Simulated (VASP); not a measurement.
Write the native input for VASP 6.6.1 that does the following.

| Item | Value |
| --- | --- |
| Task | single point |
| Functional | PBE |
| Potentials or basis | VASP PAW PBE potentials, release 64 (Ta_pv, N) |
| Cutoff | 520 eV |
| k mesh | 10 × 10 × 10 |
| Occupations | fermi-dirac, width 0.05 eV |
| Spin | no spin polarisation |
| Dipole correction | no |
| Further INCAR settings | ALGO = Normal; EDIFF = 1e-06; NBANDS = 15 |

The structure of TaN lies in POSCAR:

```
TaN
1.0
    0.0000000000      2.1790013100      2.1790013100
    2.1790013100      0.0000000000      2.1790013100
    2.1790013100      2.1790013100      0.0000000000
Ta N
1 1
Direct
    0.5000000000      0.5000000000      0.5000000000
    0.0000000000      0.0000000000      0.0000000000
```

The input as run:

INCAR

```
  PREC = Accurate
  ENCUT = 520
  EDIFF = 1E-6
  ISMEAR = -1
  SIGMA = 0.05
  LREAL = False
  LASPH = True
  NELM = 80
  ALGO = Normal
  ISIF = 2
  LWAVE = False
  LCHARG = True
  GGA = PE
  LELF = True
  LVHAR = True
  NBANDS = 15
```

KPOINTS

```
regular mesh
0
Gamma
  10 10 10
```

Potentials or basis: VASP PAW PBE potentials, release 64 (Ta_pv, N).

Run with:

```bash
$ cat potpaw_PBE.64/Ta_pv/POTCAR potpaw_PBE.64/N/POTCAR > POTCAR
$ mpirun -np 1 vasp_std > vasp.out
```

Results of the run:

```
Pressure               : 15.4 GPa
Band gap on the k mesh : zero (band 8 reaches 11.84 eV, above the bottom of band 9 at 7.67 eV)
```

Caveat: spin-orbit coupling is left out, which moves the levels of the heavy elements.

Wall time 5.1 s on 1 thread of Intel(R) Xeon(R) 6975P-C (Granite Rapids), with other jobs on the host, peak memory 0.14 GiB.
